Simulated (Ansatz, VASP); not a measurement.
**In in VASP and in Ansatz**

```xyz
2
Lattice="3.3355 0.0000 0.0000 -1.6677 2.8886 0.0000 0.0000 0.0000 5.5091" Properties=species:S:1:pos:R:3 pbc="T T T"
In    0.0000    1.9257    1.3773
In    1.6677    0.9629    4.1319
```

Alike in both runs: task single point; functional PBE; dispersion D3(BJ); k mesh 18 × 18 × 10; occupations gaussian, width 0.15 eV; no spin polarisation.

```csv
,VASP,Ansatz
version,VASP 6.6.1,Ansatz 0.2.0
potentials or method,"VASP PAW PBE potentials, release 64 (In_d), cutoff 520 eV","scalar-relativistic, plane waves, PAW"
valence electrons in the cell,26,26
```

```tsv
	VASP	Ansatz	Ansatz less VASP
gap on the k mesh at the Fermi level (eV)	none	none	-
pressure (GPa)	-0.5	-0.4	+0.12
traceless stress, the component that is largest in VASP (GPa)	-0.26	-0.25	+0.001
```

A gap of «none» marks a metal or a gap that the smearing closes.
